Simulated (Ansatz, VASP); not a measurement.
# SrO: VASP beside Ansatz

Contents of POSCAR:

```
SrO
1.0
    3.1028650671      0.0871905084      0.0000000000
    0.0871905084      3.1028650671      0.0000000000
    0.0000000000      0.0000000000      3.1028650671
Sr O
1 1
Direct
    0.0000000000      0.0000000000      0.0000000000
    0.5000000000      0.5000000000      0.5000000000
```

INCAR.step1

```
PREC = Accurate
ENCUT = 520
ISMEAR = 0
SIGMA = 0.01
LREAL = False
LASPH = True
NELM = 100
NBANDS = 15
GGA = PE
ALGO = Normal
EDIFF = 1E-4
LWAVE = True
LCHARG = False
```

The input INCAR.step2:

```
PREC = Accurate
ENCUT = 520
EDIFF = 1E-6
ISMEAR = 0
SIGMA = 0.01
LREAL = False
LASPH = True
NELM = 100
ALGO = Normal
ISIF = 2
LWAVE = False
LCHARG = True
METAGGA = R2SCAN
LMIXTAU = True
LELF = True
LVHAR = True
NBANDS = 15
ISTART = 1
```

Contents of KPOINTS:

```
regular mesh
0
Gamma
  8 8 8
```

Input for Ansatz:

```yaml
crystal:
  lattice:
    - [3.1028650671, 0.0871905084, 0.0]
    - [0.0871905084, 3.1028650671, 0.0]
    - [0.0, 0.0, 3.1028650671]
  atoms:
    - { symbol: Sr, position: [0.0, 0.0, 0.0] }
    - { symbol: O, position: [0.5, 0.5, 0.5] }
kpoints:
  mp_grid: { grid: [8, 8, 8] }
  band_path:
    path: [[0.0, 0.0, 0.0], [0.0, 0.5, 0.0], [0.5, 0.5, 0.0], [0.5, 0.5, 0.5]]
    npoints: 1
hamiltonian:
  xc: r2scan
scf:
  occupations: { method: fixed }
  n_extra_bands: 4
output:
  forces: true
  stress: true
  eigenvalues: true
```

Change from the starting cell: shear_xy strain +5.6%.

Alike in both runs: task single point; functional r2SCAN; k mesh 8 × 8 × 8; no spin polarisation.

|  | VASP | Ansatz |
| --- | --- | --- |
| version | VASP 6.6.1 | Ansatz 0.2.0 |
| potentials or method | VASP PAW PBE potentials, release 64 (Sr_sv, O) | plane waves, PAW |
| plane-wave cutoff (eV) | 520 | 500 |
| occupations | gaussian, width 0.01 eV | fixed |
| valence electrons in the cell | 16 | 16 |

Ansatz gave:

* gap on the k mesh at the Fermi level (eV): 3.32
* pressure (GPa): 0.4
* traceless stress, the component that is largest in VASP (GPa): -0.19

Question: Which values does VASP return?

Answer: gap on the k mesh at the Fermi level (eV): 3.25; pressure (GPa): 1.2; traceless stress, the component that is largest in VASP (GPa): -0.30.

VASP's potentials were made for PBE, not for r2SCAN.
